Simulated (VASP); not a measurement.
Crystal: SiO2.

```xyz
24
Lattice="-4.2235 4.2235 4.2235 4.2235 -4.2235 4.2235 4.2235 4.2235 -4.2235" Properties=species:S:1:pos:R:3 pbc="T T T"
Si    1.1931    5.4167   -1.1931
Si    1.1931    1.1931    1.1931
Si   -1.1931    3.0304    1.1931
Si    3.0304    3.0304    3.0304
Si   -1.1931    1.1931    5.4167
Si    3.0304    1.1931   -1.1931
Si    1.1931   -1.1931    3.0304
Si    5.4167   -1.1931    1.1931
O     4.2235    2.1118    3.6341
O     3.6341    4.2235    2.1118
O     0.0000    2.1118    4.8129
O    -0.5894    4.2235    2.1118
O     2.1118    0.5894    0.0000
O    -2.1118    2.1118    2.1118
O     4.8129    0.0000    2.1118
O     2.1118   -0.5894    4.2235
O     0.0000    2.1118    0.5894
O     4.2235    2.1118   -0.5894
O     2.1118    3.6341    4.2235
O     2.1118    2.1118    2.1118
O     0.5894    0.0000    2.1118
O     2.1118   -2.1118    2.1118
O     2.1118    2.1118   -2.1118
O     2.1118    4.8129    0.0000
```

Base run:

* Program: VASP 6.6.1
* Functional: PBE
* Potentials or basis: VASP PAW PBE potentials, release 64 (Si, O)
* Cutoff: 520 eV
* k mesh: 4 × 4 × 4
* Occupations: fermi-dirac, width 0.02 eV
* Spin: no spin polarisation

Its results: band gap on the k mesh 5.90 eV (least direct gap 5.97 eV); pressure 5.8 GPa; largest force 0.315 eV/Å.

The run is repeated on the same cell with these changes: functional from PBE to r2SCAN. What comes out?

Band gap on the k mesh 6.59 eV (least direct gap 6.66 eV); pressure 0.3 GPa; largest force 0.014 eV/Å.

Caveats: the cell stands under pressure (at least some runs); the PAW data sets were made with another functional, which shifts forces and pressure a little (at least some runs).

A k mesh can miss the band edges.
